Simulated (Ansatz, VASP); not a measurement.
# One calculation of Re, two programs

The input INCAR:

```
  PREC = Accurate
  ENCUT = 600
  EDIFF = 1E-6
  ISMEAR = 0
  SIGMA = 0.1
  LREAL = False
  LASPH = True
  NELM = 60
  ALGO = Normal
  ISIF = 3
  LWAVE = False
  LCHARG = False
  GGA = PE
  IBRION = 2
  NSW = 100
  EDIFFG = -0.002
```

KPOINTS

```
Automatic mesh
0
Gamma
  18 18 10
```

Contents of POSCAR:

```
Re
1.0
    2.7608000000      0.0000000000      0.0000000000
   -1.3804000000      2.3909229348      0.0000000000
    0.0000000000      0.0000000000      4.4582000000
Re
2
Direct
    0.3333333333      0.6666666667      0.2500000000
    0.6666666667      0.3333333333      0.7500000000
```

Input for Ansatz:

```yaml
crystal:
  lattice:
    - [2.7608, 0.0, 0.0]
    - [-1.3804, 2.3909229348, 0.0]
    - [0.0, 0.0, 4.4582]
  atoms:
    - { symbol: Re, position: [0.3333333333, 0.6666666667, 0.25] }
    - { symbol: Re, position: [0.6666666667, 0.3333333333, 0.75] }
basis:
  ecutwfc: 420
kpoints:
  mp_grid: { grid: [18, 18, 10] }
hamiltonian:
  xc: pbe
scf:
  occupations: { method: gaussian, width: 0.1 }
output:
  forces: true
  stress: true
  eigenvalues: true
  write_density: true
  write_potential: true
  elf: true
  volumetric_format: npy
relax:
  adjacent_minimum: "off"
  f_tol: 0.002
  max_steps: 80
  cell: { stress_tol: 0.02 }
```

Alike in both runs: task relaxation of cell and atoms; functional PBE; k mesh 18 × 18 × 10; occupations gaussian, width 0.1 eV; no spin polarisation.

|  | VASP | Ansatz |
| --- | --- | --- |
| version | VASP 6.6.1 | Ansatz 0.2.0 |
| potentials or method | VASP PAW PBE potentials, release 64 (Re), cutoff 600 eV | scalar-relativistic, plane waves, PAW |
| valence electrons in the cell | 14 | 30 |

|  | VASP | Ansatz | Ansatz less VASP |
| --- | --- | --- | --- |
| gap on the k mesh at the Fermi level, each at its own relaxed structure (eV) | none | none | - |
| relaxed volume (Å³/atom) | 14.93 | 14.95 | +0.018 |
| relaxed length of the cell vector where the two differ most in proportion (Å) | 4.481 | 4.484 | +0.0027 |

A gap of «none» marks a metal or a gap that the smearing closes. VASP's potentials hold 14 valence electrons a cell and Ansatz's 30, so a difference there can come from the potentials and not from the codes.

Neither program's run includes spin-orbit coupling.
